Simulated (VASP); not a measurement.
Here is a VASP 6.6.1 calculation.

File INCAR:

```
SYSTEM = Be3Te4
ALGO = Normal ; EDIFF = 1E-7
ENCUT = 520 ; GGA = PE
ISIF = 2 ; ISMEAR = 0
LASPH = .True. ; LCHARG = .True.
LELF = .True. ; LREAL = .False.
LVHAR = .True. ; LWAVE = .False.
NBANDS = 24 ; NELM = 100
PREC = Accurate ; SIGMA = 0.2
```

The input KPOINTS:

```
k-points
0
Gamma
  4 4 4
  0 0 0
```

The input POSCAR:

```
Be3Te4
1.0
    5.4021075412      0.0000000000      0.0000000000
    0.0000000000      5.4021075412      0.0000000000
   -2.7010537706     -2.7010537706      5.9271995321
Be Te
3 4
Direct
    0.7500000000      0.2500000000      0.5000000000
    0.2500000000      0.7500000000      0.5000000000
    0.5000000000      0.5000000000      0.0000000000
    0.8814200847      0.3703997662      0.2518198509
    0.3703997662      0.8814200847      0.2518198509
    0.1185799153      0.1185799153      0.7481801491
    0.6296002338      0.6296002338      0.7481801491
```

Potentials or basis: VASP PAW PBE potentials, release 64 (Be, Te).

The run is started by

```sh
$ cat potpaw_PBE.64/Be/POTCAR potpaw_PBE.64/Te/POTCAR > POTCAR
$ mpirun -np 1 vasp_std > vasp.out
```

Q: What does it give for the band gap on the k mesh?

A: Zero (bands 15 and 16 overlap by 1.28 eV).

Q: What does it give for the largest force?

A: 0.027 eV/Å.

Q: What does it give for the pressure?

A: 0.2 GPa.

Stress tensor (GPa, compression positive):
```
 0.40  0.00  0.00
 0.00  0.40  0.00
 0.00  0.00 -0.21
```

Caveat: spin-orbit coupling is left out, which moves the levels of the heavy elements.
